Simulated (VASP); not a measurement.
A run of VASP 6.6.1 is set up as follows.

File INCAR:

```
SYSTEM = Si5S
PREC = Accurate
ENCUT = 520
EDIFF = 1E-6
ISMEAR = 0
SIGMA = 0.1
LREAL = .False.
LASPH = .True.
NELM = 80
ALGO = Normal
ISIF = 2
LWAVE = .False.
LCHARG = .False.
GGA = PE
NBANDS = 22
```

Contents of KPOINTS:

```
Automatic mesh
0
Gamma
  18 18 4
  0 0 0
```

File POSCAR:

```
Si5S
1.0
    2.6772778265      0.0000000000      0.0000000000
   -1.3386389132      2.3185906107      0.0000000000
    0.0000000000      0.0000000000     14.5966145539
Si S
5 1
Direct
    0.6666666667      0.3333333333      0.8149134020
    0.3333333333      0.6666666667      0.6578650166
    0.6666666667      0.3333333333      0.5000000000
    0.3333333333      0.6666666667      0.3421349834
    0.6666666667      0.3333333333      0.1850865980
    0.3333333333      0.6666666667      0.0000000000
```

Potentials or basis: VASP PAW PBE potentials, release 64 (Si, S).

Run with:

```sh
$ cat potpaw_PBE.64/Si/POTCAR potpaw_PBE.64/S/POTCAR > POTCAR
$ mpirun -np 1 vasp_std > vasp.out
```

Estimate the band gap on the k mesh.

zero (bands 13 and 14 overlap by 7.01 eV).

What does it give for the pressure?

0.0 GPa.

What does it give for the largest force?

0.004 eV/Å.

Forces in eV/Å, atoms in the order of the input:
```
Si   0.000  0.000 -0.004
Si   0.000  0.000  0.002
Si   0.000  0.000  0.000
Si   0.000  0.000 -0.002
Si   0.000  0.000  0.004
S    0.000  0.000  0.000
```
